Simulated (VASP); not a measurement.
A run of VASP 6.6.1 is set up as follows.

The input POSCAR:

```
LiCl
1.0
    0.0000000000      2.5560252152      2.5560252152
    2.5560252152      0.0000000000      2.5560252152
    2.5560252152      2.5560252152      0.0000000000
Li Cl
1 1
Direct
    0.0000000000      0.0000000000      0.0000000000
    0.5000000000      0.5000000000      0.5000000000
```

The input INCAR.step1:

```
SYSTEM = LiCl
PREC = Accurate
ENCUT = 520
EDIFF = 1E-5
ISMEAR = 0
SIGMA = 0.01
LREAL = .FALSE.
LASPH = .TRUE.
NELM = 80
ALGO = Normal
ISIF = 2
LWAVE = .TRUE.
LCHARG = .FALSE.
NBANDS = 12
GGA = PE
```

File INCAR.step2:

```
SYSTEM = LiCl
PREC = Accurate
ENCUT = 520
EDIFF = 1E-6
ISMEAR = 0
SIGMA = 0.01
LREAL = .FALSE.
LASPH = .TRUE.
NELM = 80
ALGO = Normal
ISIF = 2
LWAVE = .FALSE.
LCHARG = .FALSE.
GGA = PE
LHFCALC = .TRUE.
HFSCREEN = 0.2079
PRECFOCK = Normal
NBANDS = 12
ISTART = 1
```

KPOINTS

```
Automatic mesh
0
G
  6 6 6
  0 0 0
```

Potentials or basis: VASP PAW PBE potentials, release 64 (Li_sv, Cl).

The run is started by

```bash
$ cat potpaw_PBE.64/Li_sv/POTCAR potpaw_PBE.64/Cl/POTCAR > POTCAR
$ cp INCAR.step1 INCAR
$ mpirun -np 1 vasp_std > vasp.out
$ cp INCAR.step2 INCAR
$ mpirun -np 1 vasp_std > vasp.out
```

Problem. Predict the band gap on the k mesh.

Solution. 7.79 eV.

 A k mesh can miss the band edges.
